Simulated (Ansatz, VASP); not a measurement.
# Two plane-wave programs on KCl

```
CELL_PARAMETERS angstrom
3.46935 0.00000 0.00000
0.00000 3.46935 0.00000
0.00000 0.00000 3.46935
ATOMIC_POSITIONS crystal
K 0.00000 0.00000 0.00000
Cl 0.50000 0.50000 0.50000
```

Alike in both runs: task single point; functional PBEsol; k mesh 8 × 8 × 8; occupations gaussian, width 0.05 eV; no spin polarisation.

|  | VASP | Ansatz |
| --- | --- | --- |
| version | VASP 6.6.1 | Ansatz 0.2.0 |
| potentials or method | VASP PAW PBE potentials, release 64 (K_sv, Cl), cutoff 500 eV | scalar-relativistic, plane waves, PAW |
| valence electrons in the cell | 16 | 16 |

```tsv
	VASP	Ansatz	Ansatz less VASP
gap on the k mesh at the Fermi level (eV)	5.90	5.89	-0.010
least direct gap on the mesh (eV)	6.07	6.06	-0.011
pressure (GPa)	8.7	8.5	-0.21
```

VASP's potentials were made for PBE, not for PBEsol. With one functional, cell and mesh, what is left measures potentials, basis and numerics.
